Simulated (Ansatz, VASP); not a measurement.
Given: the input of a run of VASP 6.6.1 on Co.

File INCAR:

```
SYSTEM = Co
ALGO = Normal ; EDIFF = 1E-7
ENCUT = 520 ; ISIF = 2
ISMEAR = -1 ; ISPIN = 2
LASPH = .True. ; LCHARG = .False.
LMAXMIX = 4 ; LORBIT = 11
LREAL = .False. ; LWAVE = .False.
MAGMOM = 2 2 ; NBANDS = 20
NELM = 150 ; PREC = Accurate
SIGMA = 0.05
```

File KPOINTS:

```
k-points
0
Gamma
  12 12 7
  0 0 0
```

Contents of POSCAR:

```
Co
1.0
    2.4883712406      0.0000000000      0.0000000000
   -1.2441856203      2.1549927084      0.0000000000
    0.0000000000      0.0000000000      4.0477749493
Co
2
Direct
    0.6666666667      0.3333333333      0.7500000000
    0.3333333333      0.6666666667      0.2500000000
```

Potentials or basis: VASP PAW LDA potentials, release 64 (Co).

The run is started by

```sh
$ cat potpaw_LDA.64/Co/POTCAR > POTCAR
$ mpirun -np 1 vasp_std > vasp.out
```

Set up the same calculation for Ansatz 0.2.0. Potentials there: JTH PAW LDA.

As run (the cutoff follows the program's own potentials):

The input input.yaml:

```yaml
crystal:
  lattice:
    - [2.4883712406, 0.0, 0.0]
    - [-1.2441856203, 2.1549927084, 0.0]
    - [0.0, 0.0, 4.0477749493]
  atoms:
    - { symbol: Co, position: [0.6666666667, 0.3333333333, 0.75], spin: 2.0 }
    - { symbol: Co, position: [0.3333333333, 0.6666666667, 0.25], spin: 2.0 }
hamiltonian:
  xc: lda
  pseudopotentials: { kind: paw, xc_functional: lda, accuracy: standard }
magnetization:
  spin_polarized: true
kpoints:
  mp_grid: { grid: [12, 12, 7] }
scf:
  occupations: { method: fermi_dirac, width: 0.05 }
output:
  forces: true
  stress: true
  eigenvalues: true
```

Potentials or basis: JTH PAW LDA.

Launch:

```sh
$ ansatz run input.yaml --threads 2 --pin off --max-ram 5120MiB --backend cpu --events-out ev --progress --plain --runs-dir out
```

Both were run:

|  | VASP | Ansatz | Ansatz less VASP |
| --- | --- | --- | --- |
| gap on the k mesh at the Fermi level (eV) | none | none | - |
| pressure (GPa) | -19.2 | -17.7 | +1.54 |
| traceless stress, the component that is largest in VASP (GPa) | -1.72 | -1.79 | -0.069 |
| net moment per atom (μB) | 1.53 | 1.57 | +0.041 |
| size of the moment on the site where the two differ most (μB) | 1.53 | 1.62 | +0.089 |

LDA's correlation is that of Perdew and Zunger in VASP and of Perdew and Wang (1992) in Ansatz. Site moments also hang on the region over which each program counts them. A gap of «none» marks a metal or a gap that the smearing closes. VASP's potentials hold 18 valence electrons a cell and Ansatz's 34, so a difference there can come from the potentials and not from the codes.
